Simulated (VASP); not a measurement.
Input of a VASP 6.6.1 run:

Contents of INCAR:

```
SYSTEM = Sn4O7
ALGO = Normal ; EDIFF = 1E-7
ENCUT = 520 ; GGA = PE
ISIF = 2 ; ISMEAR = 0
IVDW = 12 ; LASPH = .TRUE.
LCHARG = .FALSE. ; LREAL = .FALSE.
LWAVE = .FALSE. ; NBANDS = 60
NELECT = 96.0 ; NELM = 80
PREC = Accurate ; SIGMA = 0.05
```

The input KPOINTS:

```
k-points
0
G
  6 6 6
  0 0 0
```

Contents of POSCAR:

```
Sn4O7
1.0
    3.2375465924      1.8691983966      4.2928880043
   -3.2375465924      1.8691983966      4.2928880043
    0.0000000000     -3.7383967932      4.2928880043
Sn O
4 7
Direct
    0.8647861010      0.8647861010      0.8647861010
    0.3647882246      0.3647882246      0.8647861258
    0.3647882246      0.8647861258      0.3647882246
    0.8647861258      0.3647882246      0.3647882246
    0.6211712003      0.1211725069      0.6211712003
    0.6211712003      0.6211712003      0.1211725069
    0.6084038764      0.6084038764      0.6084038764
    0.1211729409      0.1211729409      0.1211729409
    0.2126005118      0.1208070198      0.7126028099
    0.1084008301      0.6084039388      0.1084008301
    0.6084039388      0.1084008301      0.1084008301
```

Potentials or basis: VASP PAW PBE potentials, release 64 (Sn_d, O).

The run is started by

```sh
$ cat potpaw_PBE.64/Sn_d/POTCAR potpaw_PBE.64/O/POTCAR > POTCAR
$ mpirun -np 1 vasp_std > vasp.out
```

Q: Predict the dispersion energy per atom.

A: -0.202 eV.

Q: Estimate the largest force.

A: 3.159 eV/Å.

Forces in eV/Å, atoms in the order of the input:
```
Sn  -1.585 -1.277  1.350
Sn   1.652 -0.954  1.193
Sn   0.314  2.012  1.350
Sn  -0.679  0.392 -1.021
O    1.593  1.055  0.573
O    0.198 -0.114  0.007
O   -0.597 -0.607 -0.359
O   -0.117 -1.907  0.573
O   -0.916  0.529 -2.977
O    0.227  0.821 -0.359
O   -0.089  0.051 -0.329
```

Caveat: the cell carries a net charge on a neutralising background, which shifts energy and pressure; the cell differs from its parent crystal (atoms taken out, atom 9 moved -0.167 of the way to it and +0.900 Å across, host rigid).
